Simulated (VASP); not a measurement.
Runs of VASP 6.6.1 on AlP (sol). The structure is that of space group F-43m (No. 216), or close to it. The cells are those of the table. 

```tsv
task	cell	k mesh	smearing	gap on the mesh (eV)	pressure (GPa)
relaxation of cell and atoms	relaxed from a = 3.864 Å, angles 60.0°, 2 atoms	8 × 8 × 8	gaussian 0.02 eV	1.45	0.0
single point	a = 3.868 Å, angles 60.0°, 2 atoms	8 × 8 × 8	gaussian 0.01 eV	1.45	0.0
single point	a = 3.868 Å, angles 60.0°, 2 atoms	8 × 8 × 8	gaussian 0.02 eV	1.45	0.0
single point	a = 3.864 Å, angles 60.0°, 2 atoms	6 × 6 × 6	gaussian 0.1 eV	(a)	0.4
```

Alike in all rows: level PBEsol; potentials or basis VASP PAW PBE potentials, release 64 (Al, P); no spin polarisation; cutoff (eV) 500.

Task: Fill in the values left out.

Result: (a) 1.44.

Caveats: the PAW data sets were made with another functional, which shifts forces and pressure a little.

A k mesh can miss the band edges.
